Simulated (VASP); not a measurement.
# Mo (P6/mmm) in VASP: notebook

Mo is run at these levels: PBEsol+D3(BJ), BLYP+D3(BJ); tasks: single point.

Program: VASP 6.6.1. These are calculated values, not measurements. Logs are shortened: lines on timing, memory, paths and dates and some standing lists are left out, and cuts for length are marked.

### 1 The cell of the first run

It takes space group P6/mmm (No. 191, hexagonal). Conventional cell: a = 2.724 Å, b = 2.724 Å, c = 2.447 Å, α = 90.00°, β = 90.00°, γ = 120.00°. Within 3.2 Å of Mo (site symmetry 6/mmm) lie 8 Mo at 2.45 to 2.72 Å.

### 2 Single point, PBEsol+D3(BJ)

The input, INCAR:

```
  ALGO = Normal
  EDIFF = 1E-7
  ENCUT = 520
  GGA = PS
  ISIF = 2
  ISMEAR = -1
  IVDW = 12
  LASPH = True
  LCHARG = True
  LELF = True
  LREAL = False
  LVHAR = True
  LWAVE = False
  NBANDS = 13
  NELM = 80
  PREC = Accurate
  SIGMA = 0.1
```

The input, KPOINTS:

```
k-points
0
Gamma
  12 12 11
```

The input, POSCAR:

```
Mo
1.0
    2.7238693401      0.0000000000      0.0000000000
   -1.3619346701      2.3589400451      0.0000000000
    0.0000000000      0.0000000000      2.4470424990
Mo
1
Direct
    0.0000000000      0.0000000000      0.5000000000
```

Potentials or basis: VASP PAW PBE potentials, release 64 (Mo_sv).

Started as:

```
cat potpaw_PBE.64/Mo_sv/POTCAR > POTCAR
mpirun -np 1 vasp_std > vasp.out
```

OUTCAR:

```text
EDIFF = 1E-7
   ENCUT = 520
   GGA = PS
   ISIF = 2
   ISMEAR = -1
   IVDW = 12
   LASPH = True
   LREAL = False
   NELM = 80
   PREC = Accurate
 IVDW          = 12

 ion  position               nearest neighbor table
   1  0.000  0.000  0.500-

  LATTYP: Found a hexagonal cell.
 ALAT       =     2.7238693401
 C/A-ratio  =     0.8983700000

  Lattice vectors:

 A1 = (   2.7238693401,   0.0000000000,   0.0000000000)
 A2 = (  -1.3619346701,   2.3589400451,   0.0000000000)
 A3 = (   0.0000000000,   0.0000000000,   2.4470424990)

Analysis of symmetry for initial positions (statically):
=====================================================================
 Subroutine PRICEL returns:
 Original cell was already a primitive cell.

 Routine SETGRP: Setting up the symmetry group for a
 hexagonal supercell.

 Subroutine GETGRP returns: Found 24 space group operations
 (whereof 24 operations were pure point group operations)
 out of a pool of 24 trial point group operations.

The static configuration has the point symmetry D_6h.

Analysis of symmetry for dynamics (positions and initial velocities):
=====================================================================
 Subroutine PRICEL returns:
 Original cell was already a primitive cell.

 Routine SETGRP: Setting up the symmetry group for a
 hexagonal supercell.

 Subroutine GETGRP returns: Found 24 space group operations
 (whereof 24 operations were pure point group operations)
 out of a pool of 24 trial point group operations.

The dynamic configuration has the point symmetry D_6h.

 Subroutine INISYM returns: Found 24 space group operations
 (whereof 24 operations are pure point group operations),
 and found     1 'primitive' translations

----------------------------------------------------------------------------------------

                                     Primitive cell

  volume of cell :      15.7233

  direct lattice vectors                    reciprocal lattice vectors
     2.723869340  0.000000000  0.000000000     0.367124805  0.211959605  0.000000000
    -1.361934670  2.358940045  0.000000000     0.000000000  0.423919210  0.000000000
     0.000000000  0.000000000  2.447042499     0.000000000  0.000000000  0.408656572

  length of vectors
     2.723869340  2.723869340  2.447042499     0.423919210  0.423919210  0.408656572

  position of ions in fractional coordinates (direct lattice)
     0.000000000  0.000000000  0.500000000

  ion indices of the primitive-cell ions
   primitive index   ion index
                 1           1
[... 79 lines left out ...]
   ISYM   =      2    0-nonsym 1-usesym 2-fastsym
   POTIM  = 0.5000    time-step for ionic-motion
   TEBEG  =    0.0;   TEEND  =   0.0 temperature during run
   PSTRESS=    0.0 pullay stress
   NELECT =      14.0000    total number of electrons
   NUPDOWN=      -1.0000    fix difference up-down
   EMIN   =  10.00;   EMAX   =-10.00  energy-range for DOS
   EFERMI =   0.00;   METHOD = LEGACY
   ISMEAR =    -1;   SIGMA  =   0.10  broadening in eV -4-tet -1-fermi 0-gaus
   EFERMI_NEDOS =   21; number of points for ismear=-14 and -15
   IALGO  =     38    algorithm
   IMIX   =      4    mixing-type and parameters
     AMIX     =   0.40;   BMIX     =  1.00
     AMIX_MAG =   1.60;   BMIX_MAG =  1.00
  volume/ion in A,a.u.               =      15.72       106.11
  Fermi-wavevector in a.u.,A,eV,Ry     =   1.574959  2.976241 33.749199  2.480496
  Thomas-Fermi vector in A             =   2.676015
   LORBIT       =      0    0 simple, 1 ext, 2 COOP (PROOUT), +10 PAW based schemes
   GGA     = PS    functional components
   LHFCALC =     F    Hartree Fock is set to
   AEXX    =    0.0000 exact exchange contribution
   IVDW    =    12    specifies the selected vdW correction
   LEPSILON=     F    determine dielectric tensor
   LRPA    =     F    only Hartree local field effects (RPA)
 non-spin polarized calculation
  energy-cutoff  :      520.00
  volume of cell :       15.72
 maximum number of plane-waves:       435
   NGX = 11   NGY = 11   NGZ =  9

 number of electron      14.0000002 magnetization

 Free energy of the ion-electron system (eV)
  ---------------------------------------------------
  ext. energy  EPLUGINS =         0.00000000
  ---------------------------------------------------
  free energy    TOTEN  =       -10.88396627 eV

  energy without entropy =      -10.85657034  energy(sigma->0) =      -10.87026830

 E-fermi :  12.1799     XC(G=0): -13.4038

 val. band max:       12.1765488649   @ k =   0.2500   0.2500   0.2727
 cond. band min:      12.1918832790   @ k =   0.3333   0.0000   0.3636
 fundamental gap:      0.0153344141
 Fermi energy:        12.1799127252

 k-point     1 :       0.0000    0.0000    0.0000
  band No.  band energies     occupation
      1     -48.7579      2.00000
      2     -22.0086      2.00000
      3     -22.0086      2.00000
      4     -21.6410      2.00000
      5       5.2419      2.00000
      6       7.5297      2.00000
      7      11.1567      1.99993
      8      11.1567      1.99993
      9      16.8322      0.00000
     10      16.8322      0.00000
     11      24.9461      0.00000
     12      29.4695      0.00000
     13      32.8523      0.00000
[... 354 lines left out ...]
  band No.  band energies     occupation
      1     -48.5500      2.00000
      2     -23.0986      2.00000
      3     -22.2441      2.00000
      4     -21.7262      2.00000
      5       7.4860      2.00000
      6       8.7528      2.00000
      7      11.0162      1.99998
      8      14.3561      0.00000
      9      14.7524      0.00000
     10      15.8301      0.00000
     11      25.1027      0.00000
     12      28.5499      0.00000
     13      30.3495      0.00000

 [... further k-points ...]

------------------------ aborting loop because EDIFF is reached ----------------------------------------

 Edisp (eV)   -0.70064

 E8    (eV) :    -0.4878

  FORCE on cell =-STRESS in cart. coord.  units (eV):
  Direction    XX          YY          ZZ          XY          YZ          ZX
  --------------------------------------------------------------------------------------
  -------------------------------------------------------------------------------------
  Total       0.05355     0.05355     0.10518    -0.00000    -0.00000     0.00000
  in kB       5.45667     5.45667    10.71804    -0.00000    -0.00000     0.00000
  external pressure =        7.21 kB  Pullay stress =        0.00 kB

 VOLUME and BASIS-vectors are now :
 -----------------------------------------------------------------------------
  energy-cutoff  :      520.00
  volume of cell :       15.72
      direct lattice vectors                 reciprocal lattice vectors
     2.723869340  0.000000000  0.000000000     0.367124805  0.211959605  0.000000000
    -1.361934670  2.358940045  0.000000000     0.000000000  0.423919210  0.000000000
     0.000000000  0.000000000  2.447042499     0.000000000  0.000000000  0.408656572

 POSITION                                       TOTAL-FORCE (eV/Angst)
 -----------------------------------------------------------------------------------
      0.00000      0.00000      1.22352         0.000000      0.000000      0.000000
 -----------------------------------------------------------------------------------
    total drift:                                0.000000      0.000000      0.000000

  FREE ENERGIE OF THE ION-ELECTRON SYSTEM (eV)
  ---------------------------------------------------
  free  energy   TOTEN  =       -11.5846027978 eV

  energy  without entropy=      -11.5572068686  energy(sigma->0) =      -11.57090483
```

It took 6.7 s on 1 thread of Intel Xeon 6975P-C (Granite Rapids), shared host; peak memory 0.14 GiB.

Results:

```
Free energy                : -11.5846 eV
Pressure                   : 0.7 GPa
Band gap on the k mesh     : zero (band 7 reaches 13.21 eV, above the bottom of band 8 at 11.16 eV)
Dispersion energy per atom : -0.701 eV
```

Stress tensor (GPa, compression positive):
```
0.55 0.00 0.00
0.00 0.55 0.00
0.00 0.00 1.07
```

Caveat: the PAW data sets were made with another functional, which shifts forces and pressure a little; pairwise dispersion overbinds metals, which lowers pressure and volume.

### 3 Single point, BLYP+D3(BJ)

This run uses another cell than the first one, of 16.25 Å³/atom, 1.033 times its volume.

The input, INCAR:

```
  AGGAC = 1.0
  AGGAX = 1.0
  ALDAC = 0.0
  ALDAX = 1.0
  ALGO = Normal
  EDIFF = 1E-6
  ENCUT = 520
  GGA = B5
  ISIF = 2
  ISMEAR = -1
  IVDW = 12
  LASPH = T
  LCHARG = F
  LREAL = F
  LWAVE = F
  NBANDS = 13
  NELM = 80
  PREC = Accurate
  SIGMA = 0.1
  VDW_A1 = 0.4298
  VDW_A2 = 4.2359
  VDW_S6 = 1.0
  VDW_S8 = 2.6996
```

KPOINTS is that of step 2.

The input, POSCAR:

```
Mo
1.0
    2.7509992479      0.0000000000      0.0000000000
   -1.3754996239      2.3824352345      0.0000000000
    0.0000000000      0.0000000000      2.4786893468
Mo
1
Direct
    0.0000000000      0.0000000000      0.5000000000
```

Potentials or basis: VASP PAW PBE potentials, release 64 (Mo_sv).

Started as:

```
cat potpaw_PBE.64/Mo_sv/POTCAR > POTCAR
mpirun -np 1 vasp_std > vasp.out
```

OUTCAR:

```text
EDIFF = 1E-6
   ENCUT = 520
   GGA = B5
   ISIF = 2
   ISMEAR = -1
   IVDW = 12
   LASPH = T
   LREAL = F
   NELM = 80
   PREC = Accurate
 IVDW          = 12

 ion  position               nearest neighbor table
   1  0.000  0.000  0.500-

  LATTYP: Found a hexagonal cell.
 ALAT       =     2.7509992479
 C/A-ratio  =     0.9010141856

  Lattice vectors:

 A1 = (   2.7509992479,   0.0000000000,   0.0000000000)
 A2 = (  -1.3754996239,   2.3824352345,   0.0000000000)
 A3 = (   0.0000000000,   0.0000000000,   2.4786893468)

Analysis of symmetry for initial positions (statically):
=====================================================================
 Subroutine PRICEL returns:
 Original cell was already a primitive cell.

 Routine SETGRP: Setting up the symmetry group for a
 hexagonal supercell.

 Subroutine GETGRP returns: Found 24 space group operations
 (whereof 24 operations were pure point group operations)
 out of a pool of 24 trial point group operations.

The static configuration has the point symmetry D_6h.

Analysis of symmetry for dynamics (positions and initial velocities):
=====================================================================
 Subroutine PRICEL returns:
 Original cell was already a primitive cell.

 Routine SETGRP: Setting up the symmetry group for a
 hexagonal supercell.

 Subroutine GETGRP returns: Found 24 space group operations
 (whereof 24 operations were pure point group operations)
 out of a pool of 24 trial point group operations.

The dynamic configuration has the point symmetry D_6h.

 Subroutine INISYM returns: Found 24 space group operations
 (whereof 24 operations are pure point group operations),
 and found     1 'primitive' translations

----------------------------------------------------------------------------------------

                                     Primitive cell

  volume of cell :      16.2455

[... 112 lines left out ...]
   LHFCALC =     F    Hartree Fock is set to
   AEXX    =    0.0000 exact exchange contribution
   IVDW    =    12    specifies the selected vdW correction
   LEPSILON=     F    determine dielectric tensor
   LRPA    =     F    only Hartree local field effects (RPA)
 non-spin polarized calculation
  energy-cutoff  :      520.00
  volume of cell :       16.25
 maximum number of plane-waves:       453
   NGX = 11   NGY = 11   NGZ =  9

 number of electron      14.0000001 magnetization

 Free energy of the ion-electron system (eV)
  ---------------------------------------------------
  ext. energy  EPLUGINS =         0.00000000
  ---------------------------------------------------
  free energy    TOTEN  =        -8.72051657 eV

  energy without entropy =       -8.69076827  energy(sigma->0) =       -8.70564242

 E-fermi :  12.3487     XC(G=0): -12.4266

 val. band max:       12.3213665069   @ k =   0.1667  -0.0000   0.0000
 cond. band min:      12.3510231056   @ k =   0.0833   0.0833   0.1818
 fundamental gap:      0.0296565987
 Fermi energy:        12.3486870113

 k-point     1 :       0.0000    0.0000    0.0000
  band No.  band energies     occupation
      1     -48.4808      2.00000
      2     -21.9057      2.00000
      3     -21.9057      2.00000
      4     -21.5899      2.00000
      5       5.7767      2.00000
      6       7.8584      2.00000
      7      11.3618      1.99990
      8      11.3618      1.99990
      9      16.7045      0.00000
     10      16.7045      0.00000
     11      25.3762      0.00000
     12      29.4628      0.00000
     13      32.7930      0.00000
[... 354 lines left out ...]
  band No.  band energies     occupation
      1     -48.2949      2.00000
      2     -22.8952      2.00000
      3     -22.1209      2.00000
      4     -21.6650      2.00000
      5       7.9214      2.00000
      6       9.0338      2.00000
      7      11.3407      1.99992
      8      14.4097      0.00000
      9      14.7816      0.00000
     10      15.7727      0.00000
     11      25.0393      0.00000
     12      28.5528      0.00000
     13      30.4196      0.00000

 [... further k-points ...]

------------------------ aborting loop because EDIFF is reached ----------------------------------------

 Edisp (eV)   -1.61920

 E8    (eV) :    -1.2321

  FORCE on cell =-STRESS in cart. coord.  units (eV):
  Direction    XX          YY          ZZ          XY          YZ          ZX
  --------------------------------------------------------------------------------------
  -------------------------------------------------------------------------------------
  Total       0.08858     0.08858     0.13301     0.00000     0.00000     0.00000
  in kB       8.73607     8.73607    13.11744     0.00000     0.00000     0.00000
  external pressure =       10.20 kB  Pullay stress =        0.00 kB

 VOLUME and BASIS-vectors are now :
 -----------------------------------------------------------------------------
  energy-cutoff  :      520.00
  volume of cell :       16.25
      direct lattice vectors                 reciprocal lattice vectors
     2.750999248  0.000000000  0.000000000     0.363504280  0.209869294  0.000000000
    -1.375499624  2.382435234  0.000000000     0.000000000  0.419738587  0.000000000
     0.000000000  0.000000000  2.478689347     0.000000000  0.000000000  0.403439020

 POSITION                                       TOTAL-FORCE (eV/Angst)
 -----------------------------------------------------------------------------------
      0.00000      0.00000      1.23934         0.000000      0.000000      0.000000
 -----------------------------------------------------------------------------------
    total drift:                               -0.000000      0.000000      0.000000

  FREE ENERGIE OF THE ION-ELECTRON SYSTEM (eV)
  ---------------------------------------------------
  free  energy   TOTEN  =       -10.3397174109 eV

  energy  without entropy=      -10.3099691047  energy(sigma->0) =      -10.32484326
```

OSZICAR:

```text
N       E                     dE             d eps       ncg     rms          rms(c)
DAV:   1     0.110872621256E+03    0.11087E+03   -0.92723E+03  2996   0.112E+03
DAV:   2    -0.772482032988E+01   -0.11860E+03   -0.11463E+03  3324   0.329E+02
DAV:   3    -0.907793172748E+01   -0.13531E+01   -0.13486E+01  3459   0.360E+01
DAV:   4    -0.908198924538E+01   -0.40575E-02   -0.40572E-02  3309   0.222E+00
DAV:   5    -0.908202196431E+01   -0.32719E-04   -0.32720E-04  3544   0.169E-01    0.129E+01
DAV:   6    -0.875964126355E+01    0.32238E+00   -0.43825E-01  3054   0.776E+00    0.436E+00
DAV:   7    -0.872166975127E+01    0.37972E-01   -0.82026E-02  3309   0.323E+00    0.711E-01
DAV:   8    -0.872049261975E+01    0.11771E-02   -0.32961E-03  3174   0.713E-01    0.111E-01
DAV:   9    -0.872051030820E+01   -0.17688E-04   -0.27858E-05  3609   0.578E-02    0.643E-02
DAV:  10    -0.872051643544E+01   -0.61272E-05   -0.15171E-05  3314   0.443E-02    0.284E-03
DAV:  11    -0.872051657313E+01   -0.13769E-06   -0.22705E-07  1957   0.531E-03
   1 F= -.10339717E+02 E0= -.10324843E+02  d E =-.297483E-01
```

stdout:

```text
POSCAR found type information on POSCAR Mo
 POSCAR found :  1 types and       1 ions
 scaLAPACK will be used
 -----------------------------------------------------------------------------
|                                                                             |
|                                                                             |
|     You enforced a specific xc type in the INCAR file but a different       |
|     I HOPE YOU KNOW WHAT YOU ARE DOING!                                     |
|                                                                             |
 -----------------------------------------------------------------------------

 LDA part: xc-table for (Slater(with rela. corr.)+VWN5), standard interpolation
 POSCAR, INCAR and KPOINTS ok, starting setup
 FFT: planning ... GRIDC
 FFT: planning ... GRID_SOFT
 FFT: planning ... GRID
 WAVECAR not read
 entering main loop
```

Run time: 8.5 s. Hardware: 1 thread of Intel Xeon 6975P-C (Granite Rapids), shared host; peak memory 0.14 GiB.

Results:

```
Free energy                : -10.3397 eV
Pressure                   : 1.0 GPa
Band gap on the k mesh     : zero (band 7 reaches 13.61 eV, above the bottom of band 8 at 11.36 eV)
Dispersion energy per atom : -1.619 eV
```

Levels at points of the mesh, in eV from the Fermi level:
| k point | band 3 | band 4 | band 5 | band 6 | band 7 | band 8 | band 9 | band 10 | band 11 | band 12 |
| --- | --- | --- | --- | --- | --- | --- | --- | --- | --- | --- |
| (0.00, 0.00, 0.00) | -34.25 | -33.94 | -6.57 | -4.49 | -0.99 | -0.99 | 4.36 | 4.36 | 13.03 | 17.11 |
| (0.50, 0.00, 0.00) | -34.56 | -33.80 | -4.89 | -3.39 | 1.26 | 1.51 | 3.74 | 4.22 | 10.08 | 13.43 |

Caveat: the PAW data sets were made with another functional, which shifts forces and pressure a little; pairwise dispersion overbinds metals, which lowers pressure and volume.
